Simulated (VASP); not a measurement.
# Pt (I4/mmm) in VASP: a series of runs

Pt is run at these levels: LDA; tasks: single point.

Program: VASP 6.6.1. These are calculated values, not measurements. Logs are shortened: lines on timing, memory, paths and dates and some standing lists are left out, and cuts for length are marked.

## (1) The cell of the first run

The structure is tetragonal, space group I4/mmm (No. 139). Conventional cell: a = 3.263 Å, b = 3.263 Å, c = 3.168 Å, α = 90.00°, β = 90.00°, γ = 90.00°. Pt (site symmetry 4/mmm) has 14 Pt at 2.80 to 3.26 Å within 3.7 Å.

## (2) Single point, LDA (strain +0.030 along x and y, +0.000 along z)

Contents of INCAR:

```
SYSTEM = Pt
PREC = Accurate
ENCUT = 520
EDIFF = 1E-6
ISMEAR = 0
SIGMA = 0.15
LREAL = .FALSE.
LASPH = .TRUE.
NELM = 60
ALGO = Fast
ISIF = 2
LWAVE = .FALSE.
LCHARG = .FALSE.
GGA = CA
NBANDS = 11
```

Contents of KPOINTS:

```
regular mesh
0
G
  22 22 22
  0 0 0
```

Contents of POSCAR:

```
Pt
1.0
   -1.6317466000      1.6317466000      1.5842200000
    1.6317466000     -1.6317466000      1.5842200000
    1.6317466000      1.6317466000     -1.5842200000
Pt
1
Direct
    0.0000000000      0.0000000000      0.0000000000
```

Potentials or basis: VASP PAW LDA potentials, release 64 (Pt).

The run is started by

```
$ cat potpaw_LDA.64/Pt/POTCAR > POTCAR
$ mpirun -np 1 vasp_std > vasp.out
```

OUTCAR:

```text
SYSTEM = Pt
   PREC = Accurate
   ENCUT = 520
   EDIFF = 1E-6
   ISMEAR = 0
   LREAL = .FALSE.
   LASPH = .TRUE.
   NELM = 60
   ISIF = 2
   GGA = CA

 ion  position               nearest neighbor table
   1  0.000  0.000  0.000-

  LATTYP: Found a body centered tetragonal cell.
 ALAT       =     3.2634932000
 C/A-ratio  =     0.9708737864

  Lattice vectors:

 A1 = (  -1.6317466000,   1.6317466000,   1.5842200000)
 A2 = (   1.6317466000,  -1.6317466000,   1.5842200000)
 A3 = (   1.6317466000,   1.6317466000,  -1.5842200000)

Analysis of symmetry for initial positions (statically):
=====================================================================
 Subroutine PRICEL returns:
 Original cell was already a primitive cell.

 Routine SETGRP: Setting up the symmetry group for a
 body centered tetragonal supercell.

 Subroutine GETGRP returns: Found 16 space group operations
 (whereof 16 operations were pure point group operations)
 out of a pool of 16 trial point group operations.

The static configuration has the point symmetry D_4h.

Analysis of symmetry for dynamics (positions and initial velocities):
=====================================================================
 Subroutine PRICEL returns:
 Original cell was already a primitive cell.

 Routine SETGRP: Setting up the symmetry group for a
 body centered tetragonal supercell.

 Subroutine GETGRP returns: Found 16 space group operations
 (whereof 16 operations were pure point group operations)
 out of a pool of 16 trial point group operations.

The dynamic configuration has the point symmetry D_4h.

 Subroutine INISYM returns: Found 16 space group operations
 (whereof 16 operations are pure point group operations),
 and found     1 'primitive' translations

----------------------------------------------------------------------------------------

                                     Primitive cell

  volume of cell :      16.8726

  direct lattice vectors                    reciprocal lattice vectors
    -1.631746600  1.631746600  1.584220000     0.000000000  0.306420127  0.315612731
     1.631746600 -1.631746600  1.584220000     0.306420127  0.000000000  0.315612731
     1.631746600  1.631746600 -1.584220000     0.306420127  0.306420127  0.000000000

  length of vectors
     2.799097523  2.799097523  2.799097523     0.439891680  0.439891680  0.433343499

  position of ions in fractional coordinates (direct lattice)
     0.000000000  0.000000000  0.000000000

  ion indices of the primitive-cell ions
[... 82 lines left out ...]
   POTIM  = 0.5000    time-step for ionic-motion
   TEBEG  =    0.0;   TEEND  =   0.0 temperature during run
   PSTRESS=    0.0 pullay stress
   NELECT =      10.0000    total number of electrons
   NUPDOWN=      -1.0000    fix difference up-down
   EMIN   =  10.00;   EMAX   =-10.00  energy-range for DOS
   EFERMI =   0.00;   METHOD = LEGACY
   ISMEAR =     0;   SIGMA  =   0.15  broadening in eV -4-tet -1-fermi 0-gaus
   EFERMI_NEDOS =   21; number of points for ismear=-14 and -15
   IALGO  =     68    algorithm
   IMIX   =      4    mixing-type and parameters
     AMIX     =   0.40;   BMIX     =  1.00
     AMIX_MAG =   1.60;   BMIX_MAG =  1.00
  volume/ion in A,a.u.               =      16.87       113.86
  Fermi-wavevector in a.u.,A,eV,Ry     =   1.375143  2.598643 25.728865  1.891018
  Thomas-Fermi vector in A             =   2.500506
   LORBIT       =      0    0 simple, 1 ext, 2 COOP (PROOUT), +10 PAW based schemes
   GGA     = CA    functional components
   LHFCALC =     F    Hartree Fock is set to
   AEXX    =    0.0000 exact exchange contribution
   IVDW    =     0    specifies the selected vdW correction
   LEPSILON=     F    determine dielectric tensor
   LRPA    =     F    only Hartree local field effects (RPA)
 non-spin polarized calculation
 RMM-DIIS sequential band-by-band and
 Gauss-broadening in eV      SIGMA  =   0.15
  energy-cutoff  :      520.00
  volume of cell :       16.87
 maximum number of plane-waves:       470
 NGX is ok and might be reduce to    24
   NGX = 11   NGY = 11   NGZ = 11

 number of electron      10.0000001 magnetization

 Free energy of the ion-electron system (eV)
  ---------------------------------------------------
  ext. energy  EPLUGINS =         0.00000000
  ---------------------------------------------------
  free energy    TOTEN  =        -7.22310065 eV

  energy without entropy =       -7.20901304  energy(sigma->0) =       -7.21605684

 E-fermi :   8.8982     XC(G=0): -13.0394

 val. band max:        8.8951298657   @ k =  -0.3636  -0.3636   0.1818
 cond. band min:       8.8994748908   @ k =  -0.2727   0.4545   0.1818
 fundamental gap:      0.0043450251
 Fermi energy:         8.8982455055

 k-point     1 :       0.0000    0.0000    0.0000
  band No.  band energies     occupation
      1       0.0434      2.00000
      2       5.5930      2.00000
      3       5.8234      2.00000
      4       5.8234      2.00000
      5       7.8829      2.00000
      6       8.1855      2.00000
      7      25.7972      0.00000
      8      25.7972      0.00000
      9      26.3529      0.00000
     10      34.6494      0.00000
     11      34.6776      0.00000
[... 309 lines left out ...]
 k-point    24 :      -0.4545    0.0455    0.0000
  band No.  band energies     occupation
      1       2.9965      2.00000
      2       4.4536      2.00000
      3       7.7865      2.00000
      4       8.0466      2.00000
      5       8.6899      1.95054
      6       9.8724      0.00000
      7      15.9011      0.00000
      8      22.2471      0.00000
      9      24.1719      0.00000
     10      32.1312      0.00000
     11      32.4293      0.00000

 [... further k-points ...]

------------------------ aborting loop because EDIFF is reached ----------------------------------------

  FORCE on cell =-STRESS in cart. coord.  units (eV):
  Direction    XX          YY          ZZ          XY          YZ          ZX
  --------------------------------------------------------------------------------------
  -------------------------------------------------------------------------------------
  Total       -2.6132693     -2.6132693     -2.8817189      0.0000000      0.0000000     -0.0000000
  in kB     -248.1497461   -248.1497461   -273.6410681      0.0000000      0.0000000     -0.0000000
  external PRESSURE =    -256.6468535 kB  Pullay stress =       0.0000000 kB

 VOLUME and BASIS-vectors are now :
 -----------------------------------------------------------------------------
  energy-cutoff  :      520.00
  volume of cell :       16.87
      direct lattice vectors                 reciprocal lattice vectors
    -1.631746600  1.631746600  1.584220000     0.000000000  0.306420127  0.315612731
     1.631746600 -1.631746600  1.584220000     0.306420127  0.000000000  0.315612731
     1.631746600  1.631746600 -1.584220000     0.306420127  0.306420127  0.000000000

 POSITION                                       TOTAL-FORCE (eV/Angst)
 -----------------------------------------------------------------------------------
      0.00000      0.00000      0.00000        -0.000000      0.000000      0.000000
 -----------------------------------------------------------------------------------
    total drift:                               -0.000000      0.000000      0.000000

  FREE ENERGIE OF THE ION-ELECTRON SYSTEM (eV)
  ---------------------------------------------------
  free  energy   TOTEN  =        -7.2231006488 eV

  energy  without entropy=       -7.2090130383  energy(sigma->0) =       -7.21605684
```

It took 72 s on 1 thread of Intel Xeon Platinum 8488C (Sapphire Rapids), shared host; peak memory 0.26 GiB.

Results:

```yaml
Free_energy: -7.2231 eV
Pressure: -25.7 GPa
Band_gap_on_the_k_mesh: zero (bands 5 and 6 overlap by 1.91 eV)
```

Caveat: the cell differs from its parent crystal (strain +0.030 along x and y, +0.000 along z); the cell stands under tension; spin-orbit coupling is left out, which moves the levels of the heavy elements.

## (3) Single point, LDA (strain +0.015 along x and y, +0.030 along z)

Contents of INCAR:

```
PREC = Accurate ; ENCUT = 520
EDIFF = 1E-6 ; ISMEAR = 0
SIGMA = 0.15 ; LREAL = F
LASPH = T ; NELM = 60
ALGO = Fast ; ISIF = 2
LWAVE = F ; LCHARG = T
LELF = T ; LVHAR = T
NBANDS = 11
```

Contents of KPOINTS:

```
Automatic mesh
0
Gamma
  22 22 22
```

Contents of POSCAR:

```
Pt
1.0
   -1.6079833000      1.6079833000      1.6317466000
    1.6079833000     -1.6079833000      1.6317466000
    1.6079833000      1.6079833000     -1.6317466000
Pt
1
Direct
    0.0000000000      0.0000000000      0.0000000000
```

Potentials or basis: VASP PAW LDA potentials, release 64 (Pt).

The run is started by

```
$ cat potpaw_LDA.64/Pt/POTCAR > POTCAR
$ mpirun -np 1 vasp_std > vasp.out
```

It took 71 s on 1 thread of Intel Xeon Platinum 8488C (Sapphire Rapids), shared host; peak memory 0.26 GiB.

It converged, with:

| Property | Result |
| --- | --- |
| Free energy | -7.2205 eV |
| Pressure | -25.6 GPa |
| Band gap on the k mesh | zero (bands 5 and 6 overlap by 1.89 eV) |

Stress tensor (GPa, compression positive):
```
-26.03   0.00   0.00
  0.00 -26.03   0.00
  0.00   0.00 -24.88
```

Levels at points of the mesh, in eV from the Fermi level:
```csv
k point,band 3,band 4,band 5,band 6,band 7,band 8
"(0.00, 0.00, 0.00)",-3.19,-3.08,-0.92,-0.78,16.91,17.17
"(0.50, 0.00, 0.00)",-1.10,-0.59,0.45,0.92,5.72,13.28
"(0.50, 0.50, 0.00)",-0.94,-0.54,0.54,0.94,5.84,13.10
"(0.50, 0.50, 0.50)",0.44,0.48,0.48,7.21,7.63,7.63
```

Caveat: the cell differs from its parent crystal (strain +0.015 along x and y, +0.030 along z); the cell stands under tension; spin-orbit coupling is left out, which moves the levels of the heavy elements.

## (4) Single point, LDA (strain +0.030 along x and y, +0.015 along z)

Contents of INCAR:

```
PREC = Accurate
ENCUT = 520
EDIFF = 1E-7
ISMEAR = 0
SIGMA = 0.15
LREAL = False
LASPH = True
NELM = 60
ALGO = Fast
ISIF = 2
LWAVE = False
LCHARG = False
NBANDS = 11
```

KPOINTS is that of step 3.

Contents of POSCAR:

```
Pt
1.0
   -1.6317466000      1.6317466000      1.6079833000
    1.6317466000     -1.6317466000      1.6079833000
    1.6317466000      1.6317466000     -1.6079833000
Pt
1
Direct
    0.0000000000      0.0000000000      0.0000000000
```

The run is started by

```
$ cat potpaw_LDA.64/Pt/POTCAR > POTCAR
$ mpirun -np 1 vasp_std > vasp.out
```

It took 76 s on 1 thread of Intel Xeon Platinum 8488C (Sapphire Rapids), shared host; peak memory 0.26 GiB.

Results (log left out):

```
Free energy            : -7.1792 eV
Pressure               : -27.6 GPa
Band gap on the k mesh : zero (bands 5 and 6 overlap by 1.82 eV)
```

Stress tensor (GPa, compression positive):
```
-27.25   0.00   0.00
  0.00 -27.25   0.00
  0.00   0.00 -28.44
```

Levels at points of the mesh, in eV from the Fermi level:
| k point | band 1 | band 2 | band 3 | band 4 | band 5 | band 6 | band 7 | band 8 | band 9 | band 10 |
| --- | --- | --- | --- | --- | --- | --- | --- | --- | --- | --- |
| (0.00, 0.00, 0.00) | -8.71 | -3.16 | -3.05 | -3.05 | -0.90 | -0.76 | 16.98 | 16.98 | 17.25 | 25.66 |
| (0.50, 0.00, 0.00) | -5.84 | -4.37 | -0.98 | -0.54 | 0.55 | 0.91 | 5.68 | 13.14 | 15.00 | 23.44 |
| (0.50, 0.50, 0.00) | -5.86 | -4.25 | -1.11 | -0.60 | 0.46 | 0.88 | 5.56 | 13.33 | 15.34 | 23.29 |
| (0.50, 0.50, 0.50) | -5.31 | -5.31 | 0.43 | 0.43 | 0.47 | 7.32 | 7.32 | 7.74 | 11.59 | 17.87 |

Caveat: the cell differs from its parent crystal (strain +0.030 along x and y, +0.015 along z); the cell stands under tension; spin-orbit coupling is left out, which moves the levels of the heavy elements.

## (5) Summary

| cell | further INCAR settings | gap on the mesh (eV) | pressure (GPa) |
| --- | --- | --- | --- |
| a = 2.799 Å, angles 108.7, 108.7, 111.1°, 1 atom | ALGO = Fast; EDIFF = 1e-06; NBANDS = 11 | none | -25.7 |
| a = 2.799 Å, angles 109.9, 109.9, 108.7°, 1 atom | ALGO = Fast; EDIFF = 1e-06; NBANDS = 11 | none | -25.6 |
| a = 2.813 Å, angles 109.1, 109.1, 110.3°, 1 atom | ALGO = Fast; EDIFF = 1e-07; NBANDS = 11 | none | -27.6 |

Alike in all rows: task single point; level LDA; potentials or basis VASP PAW LDA potentials, release 64 (Pt); no spin polarisation; k mesh 22 × 22 × 22; cutoff (eV) 520; smearing gaussian 0.15 eV.

Caveats: the cell stands under tension; spin-orbit coupling is left out, which moves the levels of the heavy elements.

Absolute energies hang on the potentials; compare differences alone.
